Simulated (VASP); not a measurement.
Input of a VASP 6.6.1 run:

File INCAR:

```
ALGO     = Fast           # electronic algorithm
EDIFF    = 1E-6           # SCF threshold, eV
ENCUT    = 520            # plane-wave cutoff, eV
GGA      = PS             # functional
ISIF     = 2              # what is computed and relaxed
ISMEAR   = 0              # smearing method
LASPH    = T              # aspherical terms in the spheres
LCHARG   = F              # write CHGCAR
LREAL    = F              # projectors in reciprocal space
LWAVE    = F              # write WAVECAR
NBANDS   = 17             # bands
NELM     = 100            # most SCF steps
PREC     = Accurate       # precision mode
SIGMA    = 0.1            # smearing width, eV
```

File KPOINTS:

```
k-points
0
Gamma
  12 12 8
```

File POSCAR:

```
Ca
1.0
    3.9142812902      0.0000000000      0.0000000000
    0.0000000000      3.9154438413      0.0000000000
    0.0000000000      0.0000000000      5.3228600337
Ca
2
Direct
    0.0000000000      0.0000000000      0.5000000000
    0.5000000000      0.5000000000      0.0000000000
```

Potentials or basis: VASP PAW PBE potentials, release 64 (Ca_sv).

Launch:

```console
$ cat potpaw_PBE.64/Ca_sv/POTCAR > POTCAR
$ mpirun -np 1 vasp_std > vasp.out
```

Task: Predict the band gap on the k mesh.

Result: Zero (bands 10 and 11 overlap by 0.33 eV).

Task: What does it give for the pressure?

Result: -0.1 GPa.

Stress tensor (GPa, compression positive):
```
-0.18  0.00  0.00
 0.00 -0.18  0.00
 0.00  0.00 -0.01
```

Caveat: the cell differs from its parent crystal (biaxial strain in the a-b plane: +1.5 %, then relaxed in part); the PAW data sets were made with another functional, which shifts forces and pressure a little.
